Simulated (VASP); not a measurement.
Here is a VASP 6.6.1 calculation.

The input INCAR:

```
SYSTEM = C
ALGO = Normal
EDIFF = 1E-7
ENCUT = 520
GGA = PE
ISIF = 2
ISMEAR = 0
IVDW = 12
LASPH = .True.
LCHARG = .False.
LREAL = .False.
LWAVE = .False.
NBANDS = 11
NELM = 100
PREC = Accurate
SIGMA = 0.03
```

File KPOINTS:

```
k-points
0
Gamma
  18 18 18
  0 0 0
```

POSCAR

```
C
1.0
    0.0000000000      2.0703105082      3.4498326081
    1.2516297530      0.0000000000      3.4498326081
    1.2516297530      2.0703105082      0.0000000000
C
2
Direct
    0.1666966007      0.8333033993      0.1666966007
    0.8333033993      0.1666966007      0.8333033993
```

Potentials or basis: VASP PAW PBE potentials, release 64 (C).

Command:

```bash
$ cat potpaw_PBE.64/C/POTCAR > POTCAR
$ mpirun -np 1 vasp_std > vasp.out
```

Problem. Predict the band gap on the k mesh.

Solution. 0.04 eV, direct.

Problem. Estimate the pressure.

Solution. 7.6 GPa.

Problem. Predict the dispersion energy per atom.

Solution. -0.151 eV.

Problem. Predict the largest force.

Solution. 0.669 eV/Å.

Stress tensor (GPa, compression positive):
```
-9.53  0.00  0.00
 0.00 33.04  0.00
 0.00  0.00 -0.62
```

A k mesh can miss the band edges.
